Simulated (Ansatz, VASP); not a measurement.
One calculation of HfSiO4, two programs

Contents of POSCAR:

```
HfSiO4
1.0
   -3.2913803800      3.2913803800      2.9857393100
    3.2913803800     -3.2913803800      2.9857393100
    3.2913803800      3.2913803800     -2.9857393100
Hf Si O
2 2 8
Direct
    0.7500000000      0.2500000000      0.5000000000
    0.0000000000      0.0000000000      0.0000000000
    0.2500000000      0.7500000000      0.5000000000
    0.5000000000      0.5000000000      0.0000000000
    0.1352513300      0.3198544800      0.8153968500
    0.0698544800      0.7544576300      0.6846031500
    0.5044576300      0.3198544800      0.1846031500
    0.0698544800      0.3852513300      0.3153968500
    0.6147486700      0.9301455200      0.6846031500
    0.6801455200      0.8647486700      0.1846031500
    0.2455423700      0.9301455200      0.3153968500
    0.6801455200      0.4955423700      0.8153968500
```

The input INCAR.step1:

```
SYSTEM = HfSiO4
PREC     = Accurate       ! precision mode
ENCUT    = 520            ! plane-wave cutoff, eV
ISMEAR   = -1             ! smearing method
SIGMA    = 0.02           ! smearing width, eV
LREAL    = .False.        ! projectors in reciprocal space
LASPH    = .True.         ! aspherical terms in the spheres
NELM     = 150            ! most SCF steps
MAGMOM   = 0 0 0 0 0 0 0 0 0 0 0 0 0 0 0 0 0 0 0 0 0 0 0 0 0 0 0 0 0 0 0 0 0 0 0 0 ! initial moments
LSORBIT  = .True.         ! spin-orbit coupling
GGA_COMPAT= .False.      
LMAXMIX  = 4              ! l up to which the mixer works
NBANDS   = 98             ! bands
GGA      = PE             ! functional
ALGO     = Normal         ! electronic algorithm
EDIFF    = 1E-4           ! SCF threshold, eV
LWAVE    = .True.         ! write WAVECAR
LCHARG   = .False.        ! write CHGCAR
```

The input INCAR.step2:

```
SYSTEM = HfSiO4
PREC     = Accurate       ! precision mode
ENCUT    = 520            ! plane-wave cutoff, eV
EDIFF    = 1E-6           ! SCF threshold, eV
ISMEAR   = -1             ! smearing method
SIGMA    = 0.02           ! smearing width, eV
LREAL    = .False.        ! projectors in reciprocal space
LASPH    = .True.         ! aspherical terms in the spheres
NELM     = 150            ! most SCF steps
ALGO     = Normal         ! electronic algorithm
ISIF     = 2              ! what is computed and relaxed
LWAVE    = .False.        ! write WAVECAR
LCHARG   = .True.         ! write CHGCAR
MAGMOM   = 0 0 0 0 0 0 0 0 0 0 0 0 0 0 0 0 0 0 0 0 0 0 0 0 0 0 0 0 0 0 0 0 0 0 0 0 ! initial moments
LORBIT   = 11             ! projections on sites
LSORBIT  = .True.         ! spin-orbit coupling
GGA_COMPAT= .False.      
LORBMOM  = .True.       
LMAXMIX  = 4              ! l up to which the mixer works
METAGGA  = R2SCAN         ! meta-GGA
LMIXTAU  = .True.       
LVHAR    = .True.       
NBANDS   = 98             ! bands
ISTART   = 1
```

The input KPOINTS:

```
regular mesh
0
Gamma
  4 4 4
  0 0 0
```

Input for Ansatz:

```yaml
crystal:
  lattice:
    - [-3.29138038, 3.29138038, 2.98573931]
    - [3.29138038, -3.29138038, 2.98573931]
    - [3.29138038, 3.29138038, -2.98573931]
  atoms:
    - { symbol: Hf, position: [0.75, 0.25, 0.5] }
    - { symbol: Hf, position: [0.0, 0.0, 0.0] }
    - { symbol: Si, position: [0.25, 0.75, 0.5] }
    - { symbol: Si, position: [0.5, 0.5, 0.0] }
    - { symbol: O, position: [0.13525133, 0.31985448, 0.81539685] }
    - { symbol: O, position: [0.06985448, 0.75445763, 0.68460315] }
    - { symbol: O, position: [0.50445763, 0.31985448, 0.18460315] }
    - { symbol: O, position: [0.06985448, 0.38525133, 0.31539685] }
    - { symbol: O, position: [0.61474867, 0.93014552, 0.68460315] }
    - { symbol: O, position: [0.68014552, 0.86474867, 0.18460315] }
    - { symbol: O, position: [0.24554237, 0.93014552, 0.31539685] }
    - { symbol: O, position: [0.68014552, 0.49554237, 0.81539685] }
  symmetry: { tolerance: 0.0003 }
hamiltonian:
  xc: r2scan
  pseudopotentials: { kind: paw_fr, azcp: { folder: soft_1 } }
basis:
  ecutwfc: 500
magnetization:
  noncollinear: true
  spin_orbit: true
scf:
  occupations: { method: fermi_dirac, width: 0.02 }
kpoints:
  mp_grid: { grid: [4, 4, 4], shift: [0, 0, 0] }
  band_path:
    path:
      - [0.0, 0.0, 0.0]
      - [0.0, 0.0, 0.5]
      - [-0.5, 0.5, 0.5]
      - [0.0, 0.0, 0.0]
      - [0.45572526, 0.45572526, -0.45572526]
      - [-0.45572526, 0.54427474, 0.45572526]
      - [-0.5, 0.5, 0.5]
      - [0.0, 0.0, 0.5]
      - [0.25, 0.25, 0.25]
      - [0.0, 0.5, 0.0]
      - [0.0, 0.0, 0.0]
    npoints: 7
output:
  forces: true
  stress: true
  eigenvalues: true
  bader: true
  populations: true
  elf: true
  write_potential: true
  write_density: true
  volumetric_format: npy
  dos:
    e_range: [-12, 8]
    de: 0.05
    projected: { site_lists: { Hf: [Hf], O: [O], Si: [Si] } }
    method: { smearing: { sigma: 0.1, scheme: gaussian } }
```

Alike in both runs: task single point; functional r2SCAN; k mesh 4 × 4 × 4; occupations fermi-dirac, width 0.02 eV; non-collinear spin, spin-orbit coupling.

```csv
,VASP,Ansatz
version,VASP 6.6.1,Ansatz 0.2.0
potentials or method,"VASP PAW PBE potentials, release 64 (Hf_pv, Si, O), cutoff 520 eV",PAW plane waves
valence electrons in the cell,76,108
```

```tsv
	VASP	Ansatz	Ansatz less VASP
pressure (GPa)	-1.8	-0.1	+1.63
traceless stress, the component that is largest in VASP (GPa)	0.45	0.08	-0.372
rms of the force components (eV/Å)	0.099	0.006	-0.0933
net moment per atom (μB)	0.00	0.00	0.000
```

VASP's potentials were made for PBE, not for r2SCAN. Atom by atom the forces differ by 0.093 eV/Å (rms over components). VASP's potentials hold 76 valence electrons a cell and Ansatz's 108, so a difference there can come from the potentials and not from the codes.
